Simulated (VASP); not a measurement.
# SrMn2: relaxation of cell and atoms with PBE

The system is SrMn2.

```
Sr Mn
1.0
     0.00000    3.06170    3.06170
     3.06170    0.00000    3.06170
     3.06170    3.06170    0.00000
Sr Mn
1 2
Direct
  0.00000 0.00000 0.00000
  0.25000 0.25000 0.25000
  0.75000 0.75000 0.75000
```

```json
{
  "Program": "VASP 6.6.1",
  "Task": "relaxation of cell and atoms",
  "Functional": "PBE",
  "Potentials or basis": "VASP PAW PBE potentials, release 64 (Sr_sv, Mn_pv)",
  "Cutoff": "600 eV",
  "k mesh": "6 × 6 × 6",
  "Occupations": "gaussian, width 0.1 eV",
  "Spin": "collinear spin, ferromagnetic start",
  "Starting moments": "[0.0, 3.53, 3.53] μB",
  "Dipole correction": "no",
  "Further INCAR settings": "ALGO = Fast; EDIFF = 1e-07; IBRION = 2; EDIFFG = -0.04; NSW = 90; ISIF = 3"
}
```

The relaxed volume is 31.42 Å³/atom. The relaxed cell is a = 5.109 Å, b = 5.109 Å, c = 5.109 Å, α = 60.00°, β = 60.00°, γ = 60.00°, the space group after relaxing (to 0.1 Å) is Fm-3m (No. 225) and the energy gained by relaxing is 488.5 meV/atom. The ionic steps are 4. The pressure after relaxing is 0.1 GPa, the net moment is 8.39 μB per cell and the site moments are Sr -0.03; Mn +4.03 μB. The valence electrons inside the program's atomic spheres are Sr 8.07; Mn 11.37.

Step by step:
```
step  energy change (eV)  largest force (eV/Å)  pressure (GPa)  volume (Å³)
   1              0.0000                0.0000           17.57        57.40
   2             -1.2218                0.0000            5.09        76.65
   3             -1.4563                0.0000            0.81        90.78
   4             -1.4656                0.0000            0.06        94.27
```

Final structure:
```yaml
crystal:
  lattice:
    - [0.00000, 3.61232, 3.61232]
    - [3.61232, 0.00000, 3.61232]
    - [3.61232, 3.61232, 0.00000]
  atoms:
    - { symbol: Sr, position: [0.00000, 0.00000, 0.00000] }
    - { symbol: Mn, position: [0.25000, 0.25000, 0.25000] }
    - { symbol: Mn, position: [0.75000, 0.75000, 0.75000] }
```

Levels at points of the mesh, in eV from the Fermi level:
Spin up:
```tsv
k point	band 20	band 21	band 22	band 23	band 24	band 25
(0.00, 0.00, 0.00)	-2.13	-2.13	0.80	0.80	0.80	4.22
(0.50, 0.00, 0.00)	-2.61	-2.61	-2.03	1.62	1.62	3.29
(0.50, 0.50, 0.00)	-2.14	-1.27	-1.24	-0.52	1.36	1.36
```
Spin down:
| k point | band 12 | band 13 | band 14 | band 15 | band 16 | band 17 |
| --- | --- | --- | --- | --- | --- | --- |
| (0.00, 0.00, 0.00) | -0.36 | -0.36 | 0.54 | 0.54 | 0.54 | 0.77 |
| (0.50, 0.00, 0.00) | -1.71 | -0.12 | -0.12 | 0.48 | 0.48 | 0.57 |
| (0.50, 0.50, 0.00) | -1.22 | -1.21 | -0.18 | 0.16 | 0.76 | 0.76 |

It took 13 min on 1 thread of Oxide Virtual Turin-like Processor (shared host), peak memory 0.24 GiB.

Caveat: the volume moved by over 15 % at a fixed basis, so the end points are rough.
